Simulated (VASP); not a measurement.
Input of a VASP 6.6.1 run:

File POSCAR:

```
TePb
1.0
    0.0000000000      3.1301638450      3.1301638450
    3.1301638450      0.0000000000      3.1301638450
    3.1301638450      3.1301638450      0.0000000000
Pb Te
1 1
Direct
    0.0000000000      0.0000000000      0.0000000000
    0.5000000000      0.5000000000      0.5000000000
```

Contents of INCAR.step1:

```
PREC     = Accurate       # precision mode
ENCUT    = 520            # plane-wave cutoff, eV
ISMEAR   = -1             # smearing method
SIGMA    = 0.08           # smearing width, eV
LREAL    = F              # projectors in reciprocal space
LASPH    = T              # aspherical terms in the spheres
NELM     = 80             # most SCF steps
NBANDS   = 17             # bands
GGA      = PE             # functional
ALGO     = Normal         # electronic algorithm
EDIFF    = 1E-4           # SCF threshold, eV
LWAVE    = T              # write WAVECAR
LCHARG   = F              # write CHGCAR
```

File INCAR.step2:

```
PREC     = Accurate       # precision mode
ENCUT    = 520            # plane-wave cutoff, eV
EDIFF    = 1E-6           # SCF threshold, eV
ISMEAR   = -1             # smearing method
SIGMA    = 0.08           # smearing width, eV
LREAL    = F              # projectors in reciprocal space
LASPH    = T              # aspherical terms in the spheres
NELM     = 80             # most SCF steps
ALGO     = Normal         # electronic algorithm
ISIF     = 2              # what is computed and relaxed
LWAVE    = F              # write WAVECAR
LCHARG   = T              # write CHGCAR
METAGGA  = R2SCAN         # meta-GGA
LMIXTAU  = T            
LELF     = T              # ELF
LVHAR    = T            
NBANDS   = 17             # bands
ISTART   = 1
```

KPOINTS

```
Automatic mesh
0
Gamma
  12 12 12
```

Potentials or basis: VASP PAW PBE potentials, release 64 (Pb_d, Te).

The run is started by

```console
$ cat potpaw_PBE.64/Pb_d/POTCAR potpaw_PBE.64/Te/POTCAR > POTCAR
$ cp INCAR.step1 INCAR
$ mpirun -np 1 vasp_std > vasp.out
$ cp INCAR.step2 INCAR
$ mpirun -np 1 vasp_std > vasp.out
```

(1) Estimate the pressure.

(2) Estimate the band gap on the k mesh.

Answers

(1) 7.2 GPa.

(2) 0.77 eV, direct.

Caveat: the PAW data sets were made with another functional, which shifts forces and pressure a little; spin-orbit coupling is left out, which moves the levels of the heavy elements.
